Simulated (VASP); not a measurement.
MnO (Manganosite):

```
Mn O
1.0
     3.14380    0.00000    0.00000
     1.57190    2.72261    0.00000
     1.57190    0.90754    2.56690
Mn O
1 1
Cartesian
  0.0000 0.0000 0.0000
  3.1438 1.8151 1.2834
```

Program: VASP 6.6.1. Alike in all runs: task single point; level PBE+U; potentials or basis VASP PAW PBE potentials, release 64 (Mn_pv, O); spin collinear, ferromagnetic start; cell as given; k mesh 7 × 7 × 7; cutoff (eV) 520; smearing fermi-dirac 0.3 eV.

Problem. Order these runs on this cell by their pressure, lowest first.
A. U Mn d U = 3.0 eV
B. U Mn d U = 7.0 eV
C. U Mn d U = 1.0 eV

Solution. C (2.0 GPa), A (6.5 GPa), B (9.1 GPa).

Caveats: a cell with one magnetic atom can't hold antiferromagnetic order, which such compounds often take.
